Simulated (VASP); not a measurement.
# TaN (P-6m2) in VASP: a series of runs, part 2 of 2

VASP 6.6.1.

## (4) Single point, PBEsol (11.48 Å³/atom)

File INCAR:

```
PREC = Accurate
ENCUT = 520
EDIFF = 1E-7
ISMEAR = 0
SIGMA = 0.15
LREAL = F
LASPH = T
NELM = 80
ALGO = Normal
ISIF = 2
LWAVE = F
LCHARG = F
GGA = PS
NBANDS = 15
```

File KPOINTS:

```
regular mesh
0
Gamma
  21 21 18
```

File POSCAR:

```
TaN
1.0
    3.0606914920      0.0000000000      0.0000000000
   -1.5303457460      2.6506365852      0.0000000000
    0.0000000000      0.0000000000      2.8296092843
Ta N
1 1
Direct
    0.3333333333      0.6666666667      0.5000000000
    0.0000000000      0.0000000000      0.0000000000
```

Potentials or basis: VASP PAW PBE potentials, release 64 (Ta_pv, N).

Started as:

```
$ cat potpaw_PBE.64/Ta_pv/POTCAR potpaw_PBE.64/N/POTCAR > POTCAR
$ mpirun -np 1 vasp_std > vasp.out
```

OUTCAR:

```text
PREC = Accurate
   ENCUT = 520
   EDIFF = 1E-7
   ISMEAR = 0
   LREAL = F
   LASPH = T
   NELM = 80
   ISIF = 2
   GGA = PS

 ion  position               nearest neighbor table
   1  0.333  0.667  0.500-   2 2.26   2 2.26   2 2.26   2 2.26   2 2.26   2 2.26
   2  0.000  0.000  0.000-   1 2.26   1 2.26   1 2.26   1 2.26   1 2.26   1 2.26

  LATTYP: Found a hexagonal cell.
 ALAT       =     3.0606914920
 C/A-ratio  =     0.9245000000

  Lattice vectors:

 A1 = (   3.0606914920,   0.0000000000,   0.0000000000)
 A2 = (  -1.5303457460,   2.6506365852,   0.0000000000)
 A3 = (   0.0000000000,   0.0000000000,   2.8296092843)

Analysis of symmetry for initial positions (statically):
=====================================================================
 Subroutine PRICEL returns:
 Original cell was already a primitive cell.

 Routine SETGRP: Setting up the symmetry group for a
 hexagonal supercell.

 Subroutine GETGRP returns: Found 12 space group operations
 (whereof 12 operations were pure point group operations)
 out of a pool of 24 trial point group operations.

The static configuration has the point symmetry D_3h.

Analysis of symmetry for dynamics (positions and initial velocities):
=====================================================================
 Subroutine PRICEL returns:
 Original cell was already a primitive cell.

 Routine SETGRP: Setting up the symmetry group for a
 hexagonal supercell.

 Subroutine GETGRP returns: Found 12 space group operations
 (whereof 12 operations were pure point group operations)
 out of a pool of 24 trial point group operations.

The dynamic configuration has the point symmetry D_3h.

 Subroutine INISYM returns: Found 12 space group operations
 (whereof 12 operations are pure point group operations),
 and found     1 'primitive' translations

----------------------------------------------------------------------------------------

[... 121 lines left out ...]
   LEPSILON=     F    determine dielectric tensor
   LRPA    =     F    only Hartree local field effects (RPA)
 non-spin polarized calculation
 Gauss-broadening in eV      SIGMA  =   0.15
  energy-cutoff  :      520.00
  volume of cell :       22.96
 maximum number of plane-waves:       634
 NGX is ok and might be reduce to    24
   NGX = 11   NGY = 11   NGZ = 11

 number of electron      16.0000001 magnetization

 Free energy of the ion-electron system (eV)
  ---------------------------------------------------
  ext. energy  EPLUGINS =         0.00000000
  ---------------------------------------------------
  free energy    TOTEN  =       -23.59707566 eV

  energy without entropy =      -23.59608056  energy(sigma->0) =      -23.59657811

 E-fermi :   7.4645     XC(G=0): -13.1522

 val. band max:        7.4612204123   @ k =   0.0476  -0.0000   0.2778
 cond. band min:       7.4948720536   @ k =   0.0476  -0.0000   0.4444
 fundamental gap:      0.0336516413
 Fermi energy:         7.4645414129

 k-point     1 :       0.0000    0.0000    0.0000
  band No.  band energies     occupation
      1     -27.3460      2.00000
      2     -27.3232      2.00000
      3     -27.3232      2.00000
      4      -9.8645      2.00000
      5       2.7356      2.00000
      6       2.7356      2.00000
      7       3.6136      2.00000
      8       5.0239      2.00000
      9       8.7985      0.00000
     10      11.0755      0.00000
     11      11.0755      0.00000
     12      11.2446      0.00000
     13      11.2446      0.00000
     14      20.1824      0.00000
[... 401 lines left out ...]
      2     -27.4212      2.00000
      3     -27.3013      2.00000
      4      -8.9038      2.00000
      5       0.7097      2.00000
      6       3.3339      2.00000
      7       3.9202      2.00000
      8       4.5295      2.00000
      9       9.5236      0.00000
     10      10.6601      0.00000
     11      11.3146      0.00000
     12      11.9474      0.00000
     13      12.4307      0.00000
     14      20.0426      0.00000
     15      20.6526      0.00000

 [... further k-points ...]

------------------------ aborting loop because EDIFF is reached ----------------------------------------

  FORCE on cell =-STRESS in cart. coord.  units (eV):
  Direction    XX          YY          ZZ          XY          YZ          ZX
  --------------------------------------------------------------------------------------
  -------------------------------------------------------------------------------------
  Total       -4.5232986     -4.5232986      0.0211045      0.0000000      0.0000000      0.0000000
  in kB     -315.6963987   -315.6963987      1.4729562      0.0000000      0.0000000      0.0000000
  external PRESSURE =    -209.9732804 kB  Pullay stress =       0.0000000 kB

 VOLUME and BASIS-vectors are now :
 -----------------------------------------------------------------------------
  energy-cutoff  :      520.00
  volume of cell :       22.96
      direct lattice vectors                 reciprocal lattice vectors
     3.060691492  0.000000000  0.000000000     0.326723553  0.188633931  0.000000000
    -1.530345746  2.650636585  0.000000000     0.000000000  0.377267863  0.000000000
     0.000000000  0.000000000  2.829609284     0.000000000  0.000000000  0.353405682

 POSITION                                       TOTAL-FORCE (eV/Angst)
 -----------------------------------------------------------------------------------
     -0.00000      1.76709      1.41480         0.000000      0.000000      0.000000
      0.00000      0.00000      0.00000        -0.000000      0.000000      0.000000
 -----------------------------------------------------------------------------------
    total drift:                                0.000000     -0.000000     -0.000000

  FREE ENERGIE OF THE ION-ELECTRON SYSTEM (eV)
  ---------------------------------------------------
  free  energy   TOTEN  =       -23.5970756633 eV

  energy  without entropy=      -23.5960805612  energy(sigma->0) =      -23.59657811
```

Wall time 2.5 min (1 thread of Intel Xeon 8259CL, shared host); peak memory 0.28 GiB.

What came out:

```yaml
Free_energy: -23.5971 eV
Pressure: -21.0 GPa
Band_gap_on_the_k_mesh: zero (bands 8 and 9 overlap by 0.45 eV)
```

Levels at points of the mesh, in eV from the Fermi level:
| k point | band 4 | band 5 | band 6 | band 7 | band 8 | band 9 | band 10 | band 11 | band 12 | band 13 |
| --- | --- | --- | --- | --- | --- | --- | --- | --- | --- | --- |
| (0.00, 0.00, 0.00) | -17.33 | -4.73 | -4.73 | -3.85 | -2.44 | 1.33 | 3.61 | 3.61 | 3.78 | 3.78 |
| (0.00, 0.00, 0.50) | -14.79 | -8.93 | -3.97 | -3.97 | -0.03 | -0.03 | 2.73 | 2.73 | 3.00 | 7.37 |

Caveat: the cell stands under tension; the PAW data sets were made with another functional, which shifts forces and pressure a little; spin-orbit coupling is left out, which moves the levels of the heavy elements.

## (5) Single point, PBEsol (11.90 Å³/atom)

This run uses another cell than the first one, of 11.90 Å³/atom.

File INCAR:

```
SYSTEM = TaN
ALGO = Normal ; EDIFF = 1E-6
ENCUT = 520 ; GGA = PS
ISIF = 2 ; ISMEAR = 0
LASPH = .True. ; LCHARG = .False.
LREAL = .False. ; LWAVE = .False.
NBANDS = 15 ; NELM = 80
PREC = Accurate ; SIGMA = 0.15
```

File KPOINTS:

```
k-points
0
Gamma
  21 21 18
  0 0 0
```

File POSCAR:

```
TaN
1.0
    3.0774865487      0.0000000000      0.0000000000
   -1.5387432743      2.6651815310      0.0000000000
    0.0000000000      0.0000000000      2.9026853127
Ta N
1 1
Direct
    0.3333333333      0.6666666667      0.5000000000
    0.0000000000      0.0000000000      0.0000000000
```

Potentials or basis: VASP PAW PBE potentials, release 64 (Ta_pv, N).

Started as:

```
$ cat potpaw_PBE.64/Ta_pv/POTCAR potpaw_PBE.64/N/POTCAR > POTCAR
$ mpirun -np 1 vasp_std > vasp.out
```

OUTCAR:

```text
SYSTEM = TaN
   EDIFF = 1E-6
   ENCUT = 520
   GGA = PS
   ISIF = 2
   ISMEAR = 0
   LASPH = .True.
   LREAL = .False.
   NELM = 80
   PREC = Accurate

 ion  position               nearest neighbor table
   1  0.333  0.667  0.500-   2 2.29   2 2.29   2 2.29   2 2.29   2 2.29   2 2.29
   2  0.000  0.000  0.000-   1 2.29   1 2.29   1 2.29   1 2.29   1 2.29   1 2.29

  LATTYP: Found a hexagonal cell.
 ALAT       =     3.0774865487
 C/A-ratio  =     0.9432000000

  Lattice vectors:
[... 620 lines left out ...]

------------------------ aborting loop because EDIFF is reached ----------------------------------------

  FORCE on cell =-STRESS in cart. coord.  units (eV):
  Direction    XX          YY          ZZ          XY          YZ          ZX
  --------------------------------------------------------------------------------------
  -------------------------------------------------------------------------------------
  Total       -5.4122336     -5.4122336     -2.8435514     -0.0000000     -0.0000000     -0.0000000
  in kB     -364.2203478   -364.2203478   -191.3589394     -0.0000000     -0.0000000     -0.0000000
  external PRESSURE =    -306.5998784 kB  Pullay stress =       0.0000000 kB

 VOLUME and BASIS-vectors are now :
 -----------------------------------------------------------------------------
  energy-cutoff  :      520.00
  volume of cell :       23.81
      direct lattice vectors                 reciprocal lattice vectors
     3.077486549  0.000000000  0.000000000     0.324940494  0.187604482  0.000000000
    -1.538743274  2.665181531  0.000000000     0.000000000  0.375208964  0.000000000
     0.000000000  0.000000000  2.902685313     0.000000000  0.000000000  0.344508582

 POSITION                                       TOTAL-FORCE (eV/Angst)
 -----------------------------------------------------------------------------------
     -0.00000      1.77679      1.45134        -0.000000      0.000000      0.000000
      0.00000      0.00000      0.00000         0.000000      0.000000      0.000000
 -----------------------------------------------------------------------------------
    total drift:                                0.000000     -0.000000     -0.000000

  FREE ENERGIE OF THE ION-ELECTRON SYSTEM (eV)
  ---------------------------------------------------
  free  energy   TOTEN  =       -23.5066363041 eV

  energy  without entropy=      -23.5056735968  energy(sigma->0) =      -23.50615495
```

Wall time 2.1 min (1 thread of Intel Xeon 8259CL, shared host); peak memory 0.28 GiB.

What came out:

* Free energy: -23.5066 eV
* Pressure: -30.7 GPa
* Band gap on the k mesh: zero (bands 8 and 9 overlap by 0.40 eV)

Caveat: the cell stands under tension; the PAW data sets were made with another functional, which shifts forces and pressure a little; spin-orbit coupling is left out, which moves the levels of the heavy elements.

## (6) Single point, PBEsol (11.90 Å³/atom)

This run uses another cell than the first one, of 11.90 Å³/atom.

File INCAR:

```
PREC     = Accurate       # precision mode
ENCUT    = 520            # plane-wave cutoff, eV
EDIFF    = 1E-6           # SCF threshold, eV
ISMEAR   = 0              # smearing method
SIGMA    = 0.15           # smearing width, eV
LREAL    = F              # projectors in reciprocal space
LASPH    = T              # aspherical terms in the spheres
NELM     = 80             # most SCF steps
ALGO     = Normal         # electronic algorithm
ISIF     = 2              # what is computed and relaxed
LWAVE    = F              # write WAVECAR
LCHARG   = F              # write CHGCAR
GGA      = PS             # functional
NBANDS   = 15             # bands
```

File KPOINTS:

```
regular mesh
0
Gamma
  21 21 18
```

File POSCAR:

```
TaN
1.0
    3.0366416905      0.0000000000      0.0000000000
   -1.5183208452      2.6298088462      0.0000000000
    0.0000000000      0.0000000000      2.9812965788
Ta N
1 1
Direct
    0.3333333333      0.6666666667      0.5000000000
    0.0000000000      0.0000000000      0.0000000000
```

Potentials or basis: VASP PAW PBE potentials, release 64 (Ta_pv, N).

Started as:

```
$ cat potpaw_PBE.64/Ta_pv/POTCAR potpaw_PBE.64/N/POTCAR > POTCAR
$ mpirun -np 1 vasp_std > vasp.out
```

It took 2.3 min on 1 thread of Intel Xeon 8259CL, shared host; peak memory 0.29 GiB.

The run converged. Its results:

| Property | Result |
| --- | --- |
| Free energy | -23.5337 eV |
| Pressure | -31.8 GPa |
| Band gap on the k mesh | zero (bands 8 and 9 overlap by 0.28 eV) |

Stress tensor (GPa, compression positive):
```
-30.58   0.00   0.00
  0.00 -30.58   0.00
  0.00   0.00 -34.15
```

Levels at points of the mesh, in eV from the Fermi level:
```csv
k point,band 6,band 7,band 8,band 9,band 10,band 11
"(0.00, 0.00, 0.00)",-4.12,-3.78,-2.76,1.51,3.17,3.17
"(0.00, 0.00, 0.50)",-3.38,-3.38,-0.07,-0.07,2.16,3.02
```

Caveat: the cell stands under tension; the PAW data sets were made with another functional, which shifts forces and pressure a little; spin-orbit coupling is left out, which moves the levels of the heavy elements.

## (7) The runs side by side

| cell | gap on the mesh (eV) | pressure (GPa) |
| --- | --- | --- |
| a = 3.020, b = 3.020, c = 2.906 Å, angles 90.0, 90.0, 120.0°, 2 atoms | none | -22.6 |
| a = 2.940, b = 2.940, c = 3.066 Å, angles 90.0, 90.0, 120.0°, 2 atoms | none | -23.7 |
| a = 3.061, b = 3.061, c = 2.830 Å, angles 90.0, 90.0, 120.0°, 2 atoms | none | -21.0 |
| a = 3.077, b = 3.077, c = 2.903 Å, angles 90.0, 90.0, 120.0°, 2 atoms | none | -30.7 |
| a = 3.037, b = 3.037, c = 2.981 Å, angles 90.0, 90.0, 120.0°, 2 atoms | none | -31.8 |

Alike in all rows: task single point; level PBEsol; potentials or basis VASP PAW PBE potentials, release 64 (Ta_pv, N); no spin polarisation; k mesh 21 × 21 × 18; cutoff (eV) 520; smearing gaussian 0.15 eV.

Caveats: the cell stands under tension; the PAW data sets were made with another functional, which shifts forces and pressure a little; spin-orbit coupling is left out, which moves the levels of the heavy elements.

Absolute energies hang on the potentials; compare differences alone.
